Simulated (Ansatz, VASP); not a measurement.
HgTe: VASP beside Ansatz

```
CELL_PARAMETERS angstrom
6.00630 0.00000 0.00000
0.00000 -6.00630 0.00000
0.00000 0.00000 -6.00630
ATOMIC_POSITIONS crystal
Hg 0.00000 0.00000 0.97336
Hg 0.50000 0.50000 0.00000
Hg 0.50000 0.00000 0.50000
Hg 0.00000 0.50000 0.50000
Te 0.50000 0.00000 0.00000
Te 0.00000 0.50000 0.00000
Te 0.00000 0.00000 0.50000
Te 0.50000 0.50000 0.50000
```

Alike in both runs: task single point; functional PBEsol; k mesh 10 × 10 × 10; occupations gaussian, width 0.15 eV; no spin polarisation.

|  | VASP | Ansatz |
| --- | --- | --- |
| version | VASP 6.6.1 | Ansatz 0.2.0 |
| potentials or method | VASP PAW PBE potentials, release 64 (Hg, Te), cutoff 520 eV | scalar-relativistic, plane waves, PAW |
| valence electrons in the cell | 72 | 144 |

```tsv
	VASP	Ansatz	Ansatz less VASP
gap on the k mesh at the Fermi level (eV)	none	none	-
pressure (GPa)	0.2	0.1	-0.19
traceless stress, the component that is largest in VASP (GPa)	0.31	0.30	-0.006
rms of the force components (eV/Å)	0.138	0.135	-0.0035
```

VASP's potentials were made for PBE, not for PBEsol. Atom by atom the forces differ by 0.004 eV/Å (rms over components). A gap of «none» marks a metal or a gap that the smearing closes. VASP's potentials hold 72 valence electrons a cell and Ansatz's 144, so a difference there can come from the potentials and not from the codes.

Neither program's run includes spin-orbit coupling.
